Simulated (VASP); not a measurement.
Write the native input for VASP 6.6.1 that does the following.

| Quantity | Value |
| --- | --- |
| Task | single point |
| Functional | r2SCAN |
| Potentials or basis | VASP PAW PBE potentials, release 64 (Rh_pv) |
| Cutoff | 520 eV |
| k mesh | 10 × 10 × 3 |
| Occupations | methfessel-paxton, width 0.15 eV |
| Spin | no spin polarisation |
| Dipole correction | no |
| Further INCAR settings | ALGO = Normal; EDIFF = 1e-07; NBANDS = 38 |

Crystal: Rh.

```
CELL_PARAMETERS angstrom
2.69175 0.00000 0.00000
-1.34587 2.33112 0.00000
0.00000 0.00000 8.79807
ATOMIC_POSITIONS crystal
Rh 0.00000 0.00000 0.00000
Rh 0.33333 0.66667 0.25000
Rh 0.00000 0.00000 0.50000
Rh 0.66667 0.33333 0.75000
```

The input as run:

POSCAR

```
Rh
1.0
    2.6917450000      0.0000000000      0.0000000000
   -1.3458720000      2.3311190000      0.0000000000
    0.0000000000      0.0000000000      8.7980700000
Rh
4
Direct
    0.0000000000      0.0000000000      0.0000000000
    0.3333333333      0.6666666667      0.2500000000
    0.0000000000      0.0000000000      0.5000000000
    0.6666666667      0.3333333333      0.7500000000
```

INCAR.step1

```
SYSTEM = Rh
ALGO = Normal ; EDIFF = 1E-4
ENCUT = 520 ; GGA = PE
ISMEAR = 1 ; LASPH = .True.
LCHARG = .False. ; LREAL = .False.
LWAVE = .True. ; NBANDS = 38
NELM = 100 ; PREC = Accurate
SIGMA = 0.15
```

INCAR.step2

```
SYSTEM = Rh
ALGO = Normal ; EDIFF = 1E-7
ENCUT = 520 ; ISIF = 2
ISMEAR = 1 ; ISTART = 1
LASPH = .True. ; LCHARG = .True.
LELF = .True. ; LMIXTAU = .True.
LREAL = .False. ; LVHAR = .True.
LWAVE = .False. ; METAGGA = R2SCAN
NBANDS = 38 ; NELM = 100
PREC = Accurate ; SIGMA = 0.15
```

KPOINTS

```
k-points
0
Gamma
  10 10 3
  0 0 0
```

Potentials or basis: VASP PAW PBE potentials, release 64 (Rh_pv).

Run with:

```console
$ cat potpaw_PBE.64/Rh_pv/POTCAR > POTCAR
$ cp INCAR.step1 INCAR
$ mpirun -np 1 vasp_std > vasp.out
$ cp INCAR.step2 INCAR
$ mpirun -np 1 vasp_std > vasp.out
```

It gave:

* Pressure: -0.3 GPa
* Band gap on the k mesh: zero (band 30 reaches 12.53 eV, above the bottom of band 31 at 10.60 eV)

Caveat: the PAW data sets were made with another functional, which shifts forces and pressure a little.

Wall time 3.2 min on 1 thread of Intel(R) Xeon(R) Platinum 8488C (Sapphire Rapids) (shared host), peak memory 0.19 GiB.
